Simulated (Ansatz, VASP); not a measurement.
HfB2 in VASP and in Ansatz

```
CELL_PARAMETERS angstrom
3.14585 0.00000 0.00000
-1.57292 2.72438 0.00000
0.00000 0.00000 3.48612
ATOMIC_POSITIONS crystal
Hf 0.00000 0.00000 0.00000
B 0.33333 0.66667 0.50000
B 0.66667 0.33333 0.50000
```

Alike in both runs: functional PBE; k mesh 16 × 16 × 13; occupations fermi-dirac, width 0.15 eV; no spin polarisation.

Ansatz relaxed the structure, and its values are those at the end. VASP's run is a single point on that final structure, the one shown.

|  | VASP | Ansatz |
| --- | --- | --- |
| version | VASP 6.6.1 | Ansatz 0.2.0 |
| potentials or method | VASP PAW PBE potentials, release 64 (Hf_pv, B) | plane waves, PAW |
| plane-wave cutoff (eV) | 520 | 420 |
| valence electrons in the cell | 16 | 32 |

```csv
,VASP,Ansatz,Ansatz less VASP
pressure (GPa),-0.4,0.0,+0.38
```

VASP's potentials hold 16 valence electrons a cell and Ansatz's 32, so a difference there can come from the potentials and not from the codes.

Neither program's run includes spin-orbit coupling.
